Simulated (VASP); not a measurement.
Here is a VASP 6.6.1 calculation.

The input INCAR:

```
PREC = Accurate
ENCUT = 520
EDIFF = 1E-7
ISMEAR = 0
SIGMA = 0.05
LREAL = F
LASPH = T
NELM = 100
ALGO = Normal
ISIF = 2
LWAVE = F
LCHARG = T
GGA = PE
LELF = T
LVHAR = T
NBANDS = 16
```

The input KPOINTS:

```
regular mesh
0
Gamma
  9 9 6
```

The input POSCAR:

```
MgO
1.0
    3.5213164919      0.0000000000      0.0000000000
   -1.7606582460      3.0495495368      0.0000000000
    0.0000000000      0.0000000000      4.2393824272
Mg O
2 2
Direct
    0.6750787713      0.3333333333      0.7500000000
    0.3417454380      0.6666666667      0.2500000000
    0.6538873553      0.3333333333      0.2500000000
    0.3205540219      0.6666666667      0.7500000000
```

Potentials or basis: VASP PAW PBE potentials, release 64 (Mg, O).

Launch:

```sh
$ cat potpaw_PBE.64/Mg/POTCAR potpaw_PBE.64/O/POTCAR > POTCAR
$ mpirun -np 1 vasp_std > vasp.out
```

Task: Estimate the band gap on the k mesh.

Result: 3.25 eV, direct.

Task: What does it give for the largest force?

Result: 0.621 eV/Å.

Task: Estimate the pressure.

Result: -0.1 GPa.

Forces on the atoms (eV/Å):
```
Mg  -0.616 -0.076  0.000
Mg  -0.616  0.076  0.000
O    0.616 -0.078  0.000
O    0.616  0.078  0.000
```

Caveat: the cell differs from its parent crystal (mode 8 frozen in at -0.045 Å, strain +e along z and -e/2 along x and y +0.0000).
